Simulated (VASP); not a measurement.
# BN: single point with PBE

BN:

```
CELL_PARAMETERS angstrom
2.55458 0.00000 0.01916
-1.27729 2.21233 -0.00958
0.03168 0.00000 4.22451
ATOMIC_POSITIONS crystal
B 0.66667 0.33333 0.99981
B 0.33333 0.66667 0.49981
N 0.66667 0.33333 0.62519
N 0.33333 0.66667 0.12519
```

This cell differs from its parent crystal: strain +0.0150 x Voigt [0, 0, 0, 0, 1, 0].

* Program: VASP 6.6.1
* Task: single point
* Functional: PBE
* Potentials or basis: VASP PAW PBE potentials, release 64 (B, N)
* Cutoff: 520 eV
* k mesh: 12 × 12 × 6
* Occupations: gaussian, width 0.05 eV
* Spin: no spin polarisation
* Dipole correction: no
* Further INCAR settings: ALGO = Normal; EDIFF = 1e-06; NBANDS = 16

```
Pressure               : 0.3 GPa
Largest force          : 0.036 eV/Å
Band gap on the k mesh : 5.20 eV, indirect (least direct gap 8.22 eV)
```

Forces on the atoms (eV/Å):
```
B    0.035 -0.003 -0.002
B    0.035  0.003 -0.002
N   -0.035 -0.005  0.002
N   -0.035  0.005  0.002
```

Stress tensor (GPa, compression positive):
```
 0.26  0.00 -5.01
 0.00  0.26  0.00
-5.01  0.00  0.27
```

Levels at points of the mesh, in eV from the valence-band top:
```
           k point  band 4  band 5  band 6  band 7  band 8  band 9  band 10  band 11  band 12  band 13
(0.00, 0.00, 0.00)   -2.12   -2.12   -0.29   -0.01    0.00    8.30     8.32     8.55     9.39    10.62
(0.50, 0.00, 0.00)   -7.76   -6.85   -4.95   -4.37   -2.10    6.66     7.93    10.52    11.40    12.78
(0.00, 0.50, 0.00)   -7.75   -6.86   -4.94   -4.37   -2.11    6.67     7.93    10.45    11.48    12.80
(0.00, 0.00, 0.50)   -5.68   -1.25   -1.25   -1.11   -1.11    9.38     9.38     9.79     9.79     9.94
(0.50, 0.00, 0.50)   -9.89   -3.77   -3.72   -3.67   -3.42    6.44     6.65     9.81    10.12    14.14
(0.00, 0.50, 0.50)   -9.95   -3.74   -3.74   -3.54   -3.54    6.55     6.55     9.96     9.96    14.14
```

It took 49 s on 1 thread of Intel(R) Xeon(R) Platinum 8375C CPU @ 2.90GHz (Ice Lake), with other jobs on the host, peak memory 0.19 GiB.

Caveat: the cell differs from its parent crystal (strain +0.0150 x Voigt [0, 0, 0, 0, 1, 0]). A k mesh can miss the band edges.
